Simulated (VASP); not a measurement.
# CuNi4P2Pd9 in VASP: notebook, part 2 of 2

VASP 6.6.1. The steps go on from the part before.

## 3. Single point, PBE

INCAR reads:

```
SYSTEM = CuNi4P2Pd9
  PREC = Accurate
  ENCUT = 400
  EDIFF = 1E-6
  ISMEAR = -1
  SIGMA = 0.2068
  LREAL = Auto
  LASPH = .True.
  NELM = 120
  ALGO = Normal
  ISIF = 2
  LWAVE = .False.
  LCHARG = .False.
  GGA = PE
  ISYM = -1
  NBANDS = 90
  GGA_COMPAT = .False.
```

KPOINTS reads:

```
explicit points
1
Reciprocal
  0.25000000   0.25000000   0.25000000 1
```

POSCAR reads:

```
CuNi4P2Pd9
1.0
    6.1000500000      0.1012340000      0.0604580000
    0.1012340000      6.3978840000      0.1773740000
    0.0604580000      0.1773740000      5.9702840000
Pd Ni P Cu
9 4 2 1
Direct
    0.6061771886      0.1361637697      0.5995143325
    0.6165782643      0.5759037169      0.2125065684
    0.2757514751      0.2575742978      0.3191792273
    0.6625834537      0.8483650796      0.9491450695
    0.2985954532      0.8760257032      0.2766254223
    0.3434917289      0.2295150473      0.9308371553
    0.5383842373      0.5355380907      0.6557704512
    0.9087699345      0.4109765566      0.8748083059
    0.0173696670      0.0123557228      0.6389781928
    0.7024781710      0.2163645097      0.1866186158
    0.0081558327      0.0449757741      0.0400597998
    0.1479601594      0.6024636880      0.5874627121
    0.9420490454      0.3744000785      0.4259436836
    0.3245267825      0.8228031708      0.7586546754
    0.1433281311      0.5984102982      0.1529121964
    0.7824486931      0.8656549359      0.3664219388
```

Potentials or basis: VASP PAW PBE potentials, release 64 (Pd, Ni, P, Cu).

Launch:

```console
$ cat potpaw_PBE.64/Pd/POTCAR potpaw_PBE.64/Ni/POTCAR potpaw_PBE.64/P/POTCAR potpaw_PBE.64/Cu/POTCAR > POTCAR
$ mpirun -np 1 vasp_std > vasp.out
```

OUTCAR:

```text
SYSTEM = CuNi4P2Pd9
   PREC = Accurate
   ENCUT = 400
   EDIFF = 1E-6
   ISMEAR = -1
   LREAL = Auto
   LASPH = .True.
   NELM = 120
   ISIF = 2
   GGA = PE
   ISYM = -1

 ion  position               nearest neighbor table
   1  0.606  0.136  0.600-  16 2.49  10 2.55   6 2.60   7 2.62   9 2.62   3 2.71   4 2.72  13 2.74
                            14 2.80   8 3.14   5 3.28
   2  0.617  0.576  0.213-   4 2.30  10 2.36  16 2.38  13 2.64   7 2.68   5 2.72   8 2.89  15 2.91
                             3 2.99   6 3.36   7 3.39
   3  0.276  0.258  0.319-  13 2.24   6 2.36  15 2.46   5 2.47   1 2.71  10 2.71  11 2.80   9 2.88
                            12 2.88   2 2.99   7 3.24
[... 262 lines left out ...]
  in kB       51.6651800     96.6602605     91.2791866    -14.4385920     -8.7841004    -12.4133457
  external PRESSURE =      79.8682090 kB  Pullay stress =       0.0000000 kB

 VOLUME and BASIS-vectors are now :
 -----------------------------------------------------------------------------
  energy-cutoff  :      400.00
  volume of cell :      232.73
      direct lattice vectors                 reciprocal lattice vectors
     6.100050000  0.101234000  0.060458000     0.163991124 -0.002550900 -0.001584868
     0.101234000  6.397884000  0.177374000    -0.002550900  0.156470203 -0.004622816
     0.060458000  0.177374000  5.970284000    -0.001584868 -0.004622816  0.167649610

 POSITION                                       TOTAL-FORCE (eV/Angst)
 -----------------------------------------------------------------------------------
      3.74774      1.03886      3.64007        -0.610075     -0.361844     -0.438657
      3.83231      3.78468      1.40815        -1.402544     -3.266664      1.538385
      1.72747      1.73246      1.96795         1.788799      1.988083      2.775512
      4.18506      5.66317      5.85720         0.160314      2.559036     -2.658607
      1.92686      5.68400      1.82497         0.919330     -1.163368      0.241142
      2.17483      1.66829      5.61884         0.601213     -0.064503     -2.622407
[... 8 lines left out ...]
      0.94413      3.87019      1.02774        -1.245347     -1.852323      0.682847
      4.88276      5.68256      2.38849         0.530972     -0.246427     -0.042654
 -----------------------------------------------------------------------------------
    total drift:                                0.001282      0.001706     -0.002060

  FREE ENERGIE OF THE ION-ELECTRON SYSTEM (eV)
  ---------------------------------------------------
  free  energy   TOTEN  =       -80.6633814759 eV

  energy  without entropy=      -78.1725128837  energy(sigma->0) =      -79.41794718
```

stdout:

```text
POSCAR found type information on POSCAR PdNiP Cu
 POSCAR found :  4 types and      16 ions
 scaLAPACK will be used
 LDA part: xc-table for (Slater+PW92), standard interpolation
 POSCAR, INCAR and KPOINTS ok, starting setup
 FFT: planning ... GRIDC
 FFT: planning ... GRID_SOFT
 FFT: planning ... GRID
 WAVECAR not read
 entering main loop
```

Run time: 97 s. Hardware: 1 thread of Intel Xeon 6975P-C (Granite Rapids), shared host; peak memory 0.24 GiB.

What came out:

```yaml
Free_energy: -80.6634 eV
Pressure: 8.0 GPa
Largest_force: 3.874 eV/Å
Band_gap_on_the_k_mesh: zero (an odd number of electrons rules out a gap without spin polarisation)
```

Forces on the atoms (eV/Å):
```
Pd  -0.610 -0.362 -0.439
Pd  -1.403 -3.267  1.538
Pd   1.789  1.988  2.776
Pd   0.160  2.559 -2.659
Pd   0.919 -1.163  0.241
Pd   0.601 -0.065 -2.622
Pd   0.988  0.542  0.392
Pd   0.370  0.569 -0.027
Pd   1.083  0.371  0.238
Ni  -0.767 -1.344 -0.435
Ni  -0.513 -0.344  0.900
Ni  -0.432  0.468 -0.397
Ni  -2.650  0.779  0.031
P    1.179  1.365 -0.178
P   -1.245 -1.852  0.683
Cu   0.531 -0.246 -0.043
```

Caveat: the atoms stand as in a frame of molecular dynamics.
